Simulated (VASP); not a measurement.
Write the native input for VASP 6.6.1 that does the following.

```yaml
Task: single point
Functional: r2SCAN
Potentials_or_basis: VASP PAW PBE potentials, release 64 (Li_sv, Cl)
Cutoff: 520 eV
k_mesh: 8 × 8 × 8
Occupations: gaussian, width 0.05 eV
Spin: no spin polarisation
Dipole_correction: no
Further_INCAR_settings: ALGO = Normal; EDIFF = 1e-06; NBANDS = 12
```

Crystal: LiCl.

```
CELL_PARAMETERS angstrom
0.00000 2.96080 1.92452
2.96080 0.00000 1.92452
2.96080 2.96080 0.00000
ATOMIC_POSITIONS crystal
Li 0.00000 0.00000 0.00000
Cl 0.50000 0.50000 0.50000
```

This cell differs from its parent crystal: ratio of the length along z to the lengths across it x 0.65, volume and fractional coordinates fixed.

The input as run:

POSCAR

```
LiCl
1.0
    0.0000000000      2.9607991422      1.9245194424
    2.9607991422      0.0000000000      1.9245194424
    2.9607991422      2.9607991422      0.0000000000
Li Cl
1 1
Direct
    0.0000000000      0.0000000000      0.0000000000
    0.5000000000      0.5000000000      0.5000000000
```

INCAR.step1

```
SYSTEM = LiCl
ALGO     = Normal         ! electronic algorithm
EDIFF    = 1E-4           ! SCF threshold, eV
ENCUT    = 520            ! plane-wave cutoff, eV
GGA      = PE             ! functional
ISMEAR   = 0              ! smearing method
LASPH    = .True.         ! aspherical terms in the spheres
LCHARG   = .False.        ! write CHGCAR
LREAL    = .False.        ! projectors in reciprocal space
LWAVE    = .True.         ! write WAVECAR
NBANDS   = 12             ! bands
NELM     = 60             ! most SCF steps
PREC     = Accurate       ! precision mode
SIGMA    = 0.05           ! smearing width, eV
```

INCAR.step2

```
SYSTEM = LiCl
ALGO     = Normal         ! electronic algorithm
EDIFF    = 1E-6           ! SCF threshold, eV
ENCUT    = 520            ! plane-wave cutoff, eV
ISIF     = 2              ! what is computed and relaxed
ISMEAR   = 0              ! smearing method
ISTART   = 1            
LASPH    = .True.         ! aspherical terms in the spheres
LCHARG   = .False.        ! write CHGCAR
LMIXTAU  = .True.       
LREAL    = .False.        ! projectors in reciprocal space
LWAVE    = .False.        ! write WAVECAR
METAGGA  = R2SCAN         ! meta-GGA
NBANDS   = 12             ! bands
NELM     = 60             ! most SCF steps
PREC     = Accurate       ! precision mode
SIGMA    = 0.05           ! smearing width, eV
```

KPOINTS

```
k-points
0
Gamma
  8 8 8
  0 0 0
```

Potentials or basis: VASP PAW PBE potentials, release 64 (Li_sv, Cl).

Run with:

```sh
$ cat potpaw_PBE.64/Li_sv/POTCAR potpaw_PBE.64/Cl/POTCAR > POTCAR
$ cp INCAR.step1 INCAR
$ mpirun -np 1 vasp_std > vasp.out
$ cp INCAR.step2 INCAR
$ mpirun -np 1 vasp_std > vasp.out
```

It gave:

```yaml
Band_gap_on_the_k_mesh: 6.77 eV (least direct gap 6.83 eV)
```

Run time: 2.6 min on 1 thread of Intel Xeon 8259CL, on a shared host, peak memory 0.17 GiB.
